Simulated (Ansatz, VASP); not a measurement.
# Ga4Sb3P in VASP and in Ansatz

The input INCAR:

```
  PREC = Accurate
  ENCUT = 520
  EDIFF = 1E-6
  ISMEAR = -1
  SIGMA = 0.02
  LREAL = False
  LASPH = True
  NELM = 80
  ALGO = Normal
  ISIF = 2
  LWAVE = False
  LCHARG = False
  GGA = PE
  NBANDS = 46
```

Contents of KPOINTS:

```
regular mesh
0
Gamma
  12 12 2
```

File POSCAR:

```
Ga4Sb3P
1.0
    4.2112978950      0.0000000000      0.0000000000
   -2.1056489475      3.6470909599      0.0000000000
    0.0000000000      0.0000000000     13.8753940947
P Sb Ga
1 3 4
Direct
    0.6666666667      0.3333333333     -0.0003541654
    0.6666666667      0.3333333333      0.4993827528
    0.3333333333      0.6666666667      0.7585676554
    0.3333333333      0.6666666667      0.2400849032
    0.6666666667      0.3333333333      0.8283963757
    0.6666666667      0.3333333333      0.3082891945
    0.3333333333      0.6666666667      0.5680990609
    0.3333333333      0.6666666667      0.0475342230
```

Input for Ansatz:

```yaml
crystal:
  lattice:
    - [4.211297895, 0.0, 0.0]
    - [-2.1056489475, 3.6470909599, 0.0]
    - [0.0, 0.0, 13.8753940947]
  atoms:
    - { symbol: P, position: [0.6666666667, 0.3333333333, -0.0003541654] }
    - { symbol: Sb, position: [0.6666666667, 0.3333333333, 0.4993827528] }
    - { symbol: Sb, position: [0.3333333333, 0.6666666667, 0.7585676554] }
    - { symbol: Sb, position: [0.3333333333, 0.6666666667, 0.2400849032] }
    - { symbol: Ga, position: [0.6666666667, 0.3333333333, 0.8283963757] }
    - { symbol: Ga, position: [0.6666666667, 0.3333333333, 0.3082891945] }
    - { symbol: Ga, position: [0.3333333333, 0.6666666667, 0.5680990609] }
    - { symbol: Ga, position: [0.3333333333, 0.6666666667, 0.047534223] }
kpoints:
  mp_grid: { grid: [12, 12, 2] }
  band_path:
    path:
      - [[0.0, 0.0, 0.0], [0.5, -2.202607665855e-17, -5.819505356688e-18], [0.3333333333333, 0.3333333333333, -3.879670237792e-18], [0.0, 0.0, 0.0], [3.916171263601e-35, -1.668909311604e-35, 0.5], [0.5, -2.18919705546e-17, 0.5], [0.3333333333333, 0.3333333333333, 0.5], [3.916171263601e-35, -1.668909311604e-35, 0.5]]
      - [[0.5, -2.18919705546e-17, 0.5], [0.5, -2.202607665855e-17, -5.819505356688e-18]]
      - [[0.3333333333333, 0.3333333333333, 0.5], [0.3333333333333, 0.3333333333333, -3.879670237792e-18]]
    npoints: 10
hamiltonian:
  xc: pbe
scf:
  occupations: { method: fermi_dirac, width: 0.02 }
  n_extra_bands: 6
output:
  forces: true
  stress: true
  eigenvalues: true
```

Alike in both runs: task single point; functional PBE; k mesh 12 × 12 × 2; occupations fermi-dirac, width 0.02 eV; no spin polarisation.

|  | VASP | Ansatz |
| --- | --- | --- |
| version | VASP 6.6.1 | Ansatz 0.2.0 |
| potentials or method | VASP PAW PBE potentials, release 64 (P, Sb, Ga_d) | plane waves, PAW |
| plane-wave cutoff (eV) | 520 | 420 |
| valence electrons in the cell | 72 | 102 |

Ansatz gave:

- pressure (GPa): 2.0
- traceless stress, the component that is largest in VASP (GPa): 0.11
- rms of the force components (eV/Å): 0.014

Which values does VASP return?

Pressure (GPa): 2.0; traceless stress, the component that is largest in VASP (GPa): 0.10; rms of the force components (eV/Å): 0.015.

Atom by atom the forces differ by 0.003 eV/Å (rms over components). With one functional, cell and mesh, what is left measures potentials, basis and numerics. VASP's potentials hold 72 valence electrons a cell and Ansatz's 102, so a difference there can come from the potentials and not from the codes.

Spin-orbit coupling is off throughout.
